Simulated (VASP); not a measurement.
# Al3BP4 (P-43m) in VASP: relaxation of cell and atoms with PBE

Aim: the relaxation of cell and atoms of Al3BP4 with PBE.

Program: VASP 6.6.1. These are calculated values, not measurements. Logs are shortened: lines on timing, memory, paths and dates and some standing lists are left out, and cuts for length are marked.

## 1. The cell of the first run

It takes space group P-43m (No. 215, cubic). The conventional cell has a = 5.282 Å, b = 5.282 Å, c = 5.282 Å, α = 90.00°, β = 90.00°, γ = 90.00°. Within 3.1 Å of Al (site symmetry -42m) lie 4 P at 2.33 Å. Within 2.9 Å of B (site symmetry -43m) lie 4 P at 2.17 Å. Within 2.9 Å of P (site symmetry 3m) lie 1 B at 2.17 Å and 3 Al at 2.33 Å.

## 2. Relaxation of cell and atoms, PBE

INCAR reads:

```
SYSTEM = Al3BP4
PREC     = Accurate       ! precision mode
ENCUT    = 500            ! plane-wave cutoff, eV
EDIFF    = 1E-7           ! SCF threshold, eV
ISMEAR   = 0              ! smearing method
SIGMA    = 0.2            ! smearing width, eV
LREAL    = .FALSE.        ! projectors in reciprocal space
LASPH    = .TRUE.         ! aspherical terms in the spheres
NELM     = 120            ! most SCF steps
ALGO     = Normal         ! electronic algorithm
ISIF     = 3              ! what is computed and relaxed
LWAVE    = .FALSE.        ! write WAVECAR
LCHARG   = .FALSE.        ! write CHGCAR
GGA      = PE             ! functional
IBRION   = 2              ! ionic algorithm
NSW      = 36             ! ionic steps
EDIFFG   = -0.08          ! ionic threshold
GGA_COMPAT= .FALSE.      
NELMIN   = 4
```

KPOINTS reads:

```
regular mesh
0
G
  3 3 3
  0 0 0
```

POSCAR reads:

```
Al3BP4
1.0
    5.2817857400      0.0000000000      0.0000000000
    0.0000000000      5.2817857400      0.0000000000
    0.0000000000      0.0000000000      5.2817857400
Al B P
3 1 4
Direct
    0.0000000000      0.5000000000      0.5000000000
    0.5000000000      0.5000000000      0.0000000000
    0.5000000000      0.0000000000      0.5000000000
    0.0000000000      0.0000000000      0.0000000000
    0.7623949100      0.7623949100      0.2376050900
    0.7623949100      0.2376050900      0.7623949100
    0.2376050900      0.7623949100      0.7623949100
    0.2376050900      0.2376050900      0.2376050900
```

Potentials or basis: VASP PAW PBE potentials, release 64 (Al, B, P).

Launch:

```
$ cat potpaw_PBE.64/Al/POTCAR potpaw_PBE.64/B/POTCAR potpaw_PBE.64/P/POTCAR > POTCAR
$ mpirun -np 1 vasp_std > vasp.out
```

OUTCAR:

```text
SYSTEM = Al3BP4
   PREC = Accurate
   ENCUT = 500
   EDIFF = 1E-7
   ISMEAR = 0
   LREAL = .FALSE.
   LASPH = .TRUE.
   NELM = 120
   ISIF = 3
   GGA = PE
   IBRION = 2
   NSW = 36
   EDIFFG = -0.08
   NELMIN = 4

 ion  position               nearest neighbor table
   1  0.000  0.500  0.500-   5 2.33   6 2.33   7 2.33   8 2.33
   2  0.500  0.500  0.000-   5 2.33   6 2.33   7 2.33   8 2.33
   3  0.500  0.000  0.500-   5 2.33   6 2.33   7 2.33   8 2.33
   4  0.000  0.000  0.000-   5 2.17   6 2.17   7 2.17   8 2.17
   5  0.762  0.762  0.238-   4 2.17   2 2.33   3 2.33   1 2.33
   6  0.762  0.238  0.762-   4 2.17   2 2.33   3 2.33   1 2.33
   7  0.238  0.762  0.762-   4 2.17   2 2.33   3 2.33   1 2.33
   8  0.238  0.238  0.238-   4 2.17   2 2.33   3 2.33   1 2.33

  LATTYP: Found a simple cubic cell.
 ALAT       =     5.2817857400

  Lattice vectors:

 A1 = (   5.2817857400,   0.0000000000,   0.0000000000)
 A2 = (   0.0000000000,   5.2817857400,   0.0000000000)
 A3 = (   0.0000000000,   0.0000000000,   5.2817857400)

Analysis of symmetry for initial positions (statically):
=====================================================================
 Subroutine PRICEL returns:
 Original cell was already a primitive cell.

 Routine SETGRP: Setting up the symmetry group for a
 simple cubic supercell.

 Subroutine GETGRP returns: Found 24 space group operations
 (whereof 24 operations were pure point group operations)
 out of a pool of 48 trial point group operations.

The static configuration has the point symmetry T_d .

Analysis of symmetry for dynamics (positions and initial velocities):
=====================================================================
 Subroutine PRICEL returns:
 Original cell was already a primitive cell.

 Routine SETGRP: Setting up the symmetry group for a
 simple cubic supercell.

 Subroutine GETGRP returns: Found 24 space group operations
 (whereof 24 operations were pure point group operations)
 out of a pool of 48 trial point group operations.

The dynamic configuration has the point symmetry T_d .

 Subroutine INISYM returns: Found 24 space group operations
 (whereof 24 operations are pure point group operations),
 and found     1 'primitive' translations

----------------------------------------------------------------------------------------

                                     Primitive cell

  volume of cell :     147.3474

  direct lattice vectors                    reciprocal lattice vectors
     5.281785740  0.000000000  0.000000000     0.189329906  0.000000000  0.000000000
     0.000000000  5.281785740  0.000000000     0.000000000  0.189329906  0.000000000
     0.000000000  0.000000000  5.281785740     0.000000000  0.000000000  0.189329906

  length of vectors
     5.281785740  5.281785740  5.281785740     0.189329906  0.189329906  0.189329906

  position of ions in fractional coordinates (direct lattice)
     0.000000000  0.500000000  0.500000000
     0.500000000  0.500000000  0.000000000
     0.500000000  0.000000000  0.500000000
     0.000000000  0.000000000  0.000000000
     0.762394910  0.762394910  0.237605090
     0.762394910  0.237605090  0.762394910
     0.237605090  0.762394910  0.762394910
     0.237605090  0.237605090  0.237605090

  ion indices of the primitive-cell ions
   primitive index   ion index
                 1           1
                 2           2
                 3           3
                 4           4
                 5           5
                 6           6
                 7           7
                 8           8

----------------------------------------------------------------------------------------

 KPOINTS: regular mesh

Automatic generation of k-mesh.
 Grid dimensions read from file:
 generate k-points for:    3    3    3

 Generating k-lattice:

  Cartesian coordinates                     Fractional coordinates (reciprocal lattice)
     0.063109969  0.000000000  0.000000000     0.333333333  0.000000000  0.000000000
     0.000000000  0.063109969  0.000000000     0.000000000  0.333333333  0.000000000
     0.000000000  0.000000000  0.063109969     0.000000000  0.000000000  0.333333333

  Length of vectors
     0.063109969  0.063109969  0.063109969

  Shift w.r.t. Gamma in fractional coordinates (k-lattice)
     0.000000000  0.000000000  0.000000000

 Subroutine IBZKPT returns following result:
 ===========================================

 Found      4 irreducible k-points:

 Following reciprocal coordinates:
            Coordinates               Weight
  0.000000  0.000000  0.000000      1.000000
  0.333333  0.000000  0.000000      6.000000
  0.333333  0.333333  0.000000     12.000000
  0.333333  0.333333  0.333333      8.000000
   k-points           NKPTS =      4   k-points in BZ     NKDIM =      4   number of bands    NBANDS=     21
   number of dos      NEDOS =    301   number of ions     NIONS =      8
   total plane-waves  NPLWV =  64000
   dimension x,y,z NGX =    40 NGY =   40 NGZ =   40
   dimension x,y,z NGXF=    80 NGYF=   80 NGZF=   80
   ions per type =               3   1   4
   NGX,Y,Z   is equivalent  to a cutoff of  12.59, 12.59, 12.59 a.u.
   NGXF,Y,Z  is equivalent  to a cutoff of  25.18, 25.18, 25.18 a.u.
 SYSTEM =  Al3BP4
   PREC   = accura    normal or accurate (medium, high low for compatibility)
   ISTART =      0    job   : 0-new  1-cont  2-samecut
   ICHARG =      2    charge: 1-file 2-atom 10-const
   ISPIN  =      1    spin polarized calculation?
   LNONCOLLINEAR =      F non collinear calculations
   LSORBIT =      F    spin-orbit coupling
   LASPH  =      T    aspherical Exc in radial PAW
   ENCUT  =  500.0 eV  36.75 Ry    6.06 a.u.   9.63  9.63  9.63*2*pi/ulx,y,z
   NELM   =    120;   NELMIN=  4; NELMDL= -5     # of ELM steps
   EDIFF  = 0.1E-06   stopping-criterion for ELM
   LREAL  =      F    real-space projection
   EDIFFG = -.8E-01   stopping-criterion for IOM
   NSW    =     36    number of steps for IOM
   IBRION =      2    ionic relax: 0-MD 1-quasi-New 2-CG
   NFREE  =      1    steps in history (QN), initial steepest desc. (CG)
   ISIF   =      3    stress and relaxation
   ISYM   =      2    0-nonsym 1-usesym 2-fastsym
   POTIM  = 0.5000    time-step for ionic-motion
   TEBEG  =    0.0;   TEEND  =   0.0 temperature during run
   PSTRESS=    0.0 pullay stress
   NELECT =      32.0000    total number of electrons
   NUPDOWN=      -1.0000    fix difference up-down
   EMIN   =  10.00;   EMAX   =-10.00  energy-range for DOS
   EFERMI =   0.00;   METHOD = LEGACY
   ISMEAR =     0;   SIGMA  =   0.20  broadening in eV -4-tet -1-fermi 0-gaus
   EFERMI_NEDOS =   21; number of points for ismear=-14 and -15
   IALGO  =     38    algorithm
   IMIX   =      4    mixing-type and parameters
     AMIX     =   0.40;   BMIX     =  1.00
     AMIX_MAG =   1.60;   BMIX_MAG =  1.00
  volume/ion in A,a.u.               =      18.42       124.29
  Fermi-wavevector in a.u.,A,eV,Ry     =   0.984035  1.859557 13.174870  0.968326
  Thomas-Fermi vector in A             =   2.115238
   LORBIT       =      0    0 simple, 1 ext, 2 COOP (PROOUT), +10 PAW based schemes
   GGA     = PE    functional components
   LHFCALC =     F    Hartree Fock is set to
   AEXX    =    0.0000 exact exchange contribution
   IVDW    =     0    specifies the selected vdW correction
   LEPSILON=     F    determine dielectric tensor
   LRPA    =     F    only Hartree local field effects (RPA)
 conjugate gradient relaxation of ions
 non-spin polarized calculation
 Gauss-broadening in eV      SIGMA  =   0.20
  energy-cutoff  :      500.00
  volume of cell :      147.35
 maximum number of plane-waves:      3744
 NGX is ok and might be reduce to    40
   NGX = 19   NGY = 19   NGZ = 19

--------------------------------------- Ionic step        1  -------------------------------------------

 number of electron      32.0000001 magnetization

 Free energy of the ion-electron system (eV)
  ---------------------------------------------------
  ext. energy  EPLUGINS =         0.00000000
  ---------------------------------------------------
  free energy    TOTEN  =       -42.40595305 eV

  energy without entropy =      -42.40595260  energy(sigma->0) =      -42.40595282

------------------------ aborting loop because EDIFF is reached ----------------------------------------

  FORCE on cell =-STRESS in cart. coord.  units (eV):
  Direction    XX          YY          ZZ          XY          YZ          ZX
  --------------------------------------------------------------------------------------
  -------------------------------------------------------------------------------------
  Total        0.7718082      0.7718082      0.7718082      0.0000000      0.0000000      0.0000000
  in kB        8.3922354      8.3922354      8.3922354      0.0000000      0.0000000      0.0000000
  external PRESSURE =       8.3922354 kB  Pullay stress =       0.0000000 kB
[... 153 lines left out ...]
  energy  without entropy=      -42.7144504079  energy(sigma->0) =      -42.71445047

--------------------------------------- Ionic step        5  -------------------------------------------

 number of electron      32.0000002 magnetization

 Free energy of the ion-electron system (eV)
  ---------------------------------------------------
  ext. energy  EPLUGINS =         0.00000000
  ---------------------------------------------------
  free energy    TOTEN  =       -42.72348299 eV

  energy without entropy =      -42.72348289  energy(sigma->0) =      -42.72348294

 E-fermi :   5.8872     XC(G=0):  -9.4856

 val. band max:        5.1809482880   @ k =   0.0000   0.0000   0.0000
 cond. band min:       6.5938283450   @ k =   0.0000   0.0000   0.0000
 fundamental gap:      1.4128800571
 Fermi energy:         5.8872091829

 k-point     1 :       0.0000    0.0000    0.0000
  band No.  band energies     occupation
      1      -7.3249      2.00000
      2      -4.3784      2.00000
      3      -4.3784      2.00000
      4      -4.3784      2.00000
      5      -2.1234      2.00000
      6      -0.3538      2.00000
[... 120 lines left out ...]
  FREE ENERGIE OF THE ION-ELECTRON SYSTEM (eV)
  ---------------------------------------------------
  free  energy   TOTEN  =       -42.7234829871 eV

  energy  without entropy=      -42.7234828907  energy(sigma->0) =      -42.72348294

 reached required accuracy - stopping structural energy minimisation
```

Run time: 32 s. Hardware: 1 thread of Intel Xeon 6975P-C (Granite Rapids), shared host; peak memory 0.24 GiB.

What came out:

| Property | Result |
| --- | --- |
| Free energy | -42.7235 eV |
| Relaxed volume | 18.37 Å³/atom |
| Relaxed cell | a = 5.277 Å, b = 5.277 Å, c = 5.277 Å, α = 90.00°, β = 90.00°, γ = 90.00° |
| Space group after relaxing (to 0.05 Å) | P-43m (No. 215) |
| Energy gained by relaxing | 39.7 meV/atom |
| Ionic steps | 5 |
| Pressure after relaxing | -0.1 GPa |
| Largest force after relaxing | 0.036 eV/Å |
| Band gap on the k mesh | 1.41 eV, direct |

Forces in eV/Å, atoms in the order of the input:
```
Al   0.000  0.000  0.000
Al   0.000  0.000  0.000
Al   0.000  0.000  0.000
B    0.000  0.000  0.000
P   -0.021 -0.021  0.021
P   -0.021  0.021 -0.021
P    0.021 -0.021 -0.021
P    0.021  0.021  0.021
```

The path:
| step | energy change (eV) | largest force (eV/Å) | pressure (GPa) | volume (Å³) |
| --- | --- | --- | --- | --- |
| 1 | 0.0000 | 1.4188 | 0.84 | 147.35 |
| 2 | -0.2644 | 0.5235 | -1.34 | 149.41 |
| 3 | -0.2923 | 0.1063 | -2.10 | 150.32 |
| 4 | -0.3085 | 0.1310 | 1.20 | 144.98 |
| 5 | -0.3175 | 0.0362 | -0.08 | 146.93 |

Final structure:
```yaml
crystal:
  lattice:
    - [5.27685, 0.00000, 0.00000]
    - [0.00000, 5.27685, 0.00000]
    - [0.00000, 0.00000, 5.27685]
  atoms:
    - { symbol: Al, position: [0.00000, 0.50000, 0.50000] }
    - { symbol: Al, position: [0.50000, 0.50000, 0.00000] }
    - { symbol: Al, position: [0.50000, 0.00000, 0.50000] }
    - { symbol: B, position: [0.00000, 0.00000, 0.00000] }
    - { symbol: P, position: [0.77439, 0.77439, 0.22561] }
    - { symbol: P, position: [0.77439, 0.22561, 0.77439] }
    - { symbol: P, position: [0.22561, 0.77439, 0.77439] }
    - { symbol: P, position: [0.22561, 0.22561, 0.22561] }
```

Levels at points of the mesh, in eV from the valence-band top:
```tsv
k point	band 14	band 15	band 16	band 17	band 18	band 19
(0.00, 0.00, 0.00)	0.00	0.00	0.00	1.41	1.41	1.41
```

Caveat: the relaxation stopped at a loose force limit of 0.08 eV/Å, so its end isn't a converged minimum.
